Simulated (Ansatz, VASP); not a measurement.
**One calculation of CdTe, two programs**

```
Cd Te
1.0
     0.00000    2.82292    2.82292
     2.82292    0.00000    2.82292
     2.82292    2.82292    0.00000
Cd Te
1 1
Direct
  0.00000 0.00000 0.00000
  0.50000 0.50000 0.50000
```

Change from the starting cell: volume scaled by 0.8, PAW files.

Alike in both runs: task single point; functional r2SCAN; k mesh 13 × 13 × 13; occupations fermi-dirac, width 0.05 eV; no spin polarisation.

|  | VASP | Ansatz |
| --- | --- | --- |
| version | VASP 6.6.1 | Ansatz 0.2.0 |
| potentials or method | VASP PAW PBE potentials, release 64 (Cd, Te) | PAW with Ansatz's default frozen-core files, scalar-relativistic |
| plane-wave cutoff (eV) | 520 | 500 |
| valence electrons in the cell | 18 | 36 |

|  | VASP | Ansatz | Ansatz less VASP |
| --- | --- | --- | --- |
| pressure (GPa) | 20.9 | 20.3 | -0.57 |

VASP's potentials were made for PBE, not for r2SCAN. VASP's potentials hold 18 valence electrons a cell and Ansatz's 36, so a difference there can come from the potentials and not from the codes.

Spin-orbit coupling is off throughout.
